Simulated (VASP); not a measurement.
Wanted: the native input for a VASP 6.6.1 run.

```
Task                   : single point
Functional             : LDA
Potentials or basis    : VASP PAW LDA potentials, release 64 (Tc_pv, Rh_pv)
Cutoff                 : 520 eV
k mesh                 : 12 × 12 × 7
Occupations            : fermi-dirac, width 0.1 eV
Spin                   : no spin polarisation
Dipole correction      : no
Further INCAR settings : ALGO = Normal; EDIFF = 1e-06; NBANDS = 21
```

The structure of TcRh lies in POSCAR:

```
TcRh
1.0
    2.7927891453      0.0000000000      0.0000000000
   -1.3963950857      2.4186265725      0.0000000000
    0.0000000000      0.0000000000      4.4436727692
Tc Rh
1 1
Direct
    0.6666666667      0.3333333333      0.0000000000
    0.0000000000      0.0000000000      0.5000000000
```

The input as run:

INCAR

```
PREC     = Accurate       # precision mode
ENCUT    = 520            # plane-wave cutoff, eV
EDIFF    = 1E-6           # SCF threshold, eV
ISMEAR   = -1             # smearing method
SIGMA    = 0.1            # smearing width, eV
LREAL    = False          # projectors in reciprocal space
LASPH    = True           # aspherical terms in the spheres
NELM     = 100            # most SCF steps
ALGO     = Normal         # electronic algorithm
ISIF     = 2              # what is computed and relaxed
LWAVE    = False          # write WAVECAR
LCHARG   = True           # write CHGCAR
LELF     = True           # ELF
LVHAR    = True         
NBANDS   = 21             # bands
```

KPOINTS

```
regular mesh
0
Gamma
  12 12 7
```

Potentials or basis: VASP PAW LDA potentials, release 64 (Tc_pv, Rh_pv).

Command:

```bash
$ cat potpaw_LDA.64/Tc_pv/POTCAR potpaw_LDA.64/Rh_pv/POTCAR > POTCAR
$ mpirun -np 1 vasp_std > vasp.out
```

It gave:

The pressure is -28.7 GPa. The band gap on the k mesh is zero (band 14 reaches 11.95 eV, above the bottom of band 15 at 9.84 eV).

Run time: 27 s on 1 thread of Intel(R) Xeon(R) Platinum 8488C (Sapphire Rapids), with other jobs on the host, peak memory 0.17 GiB.
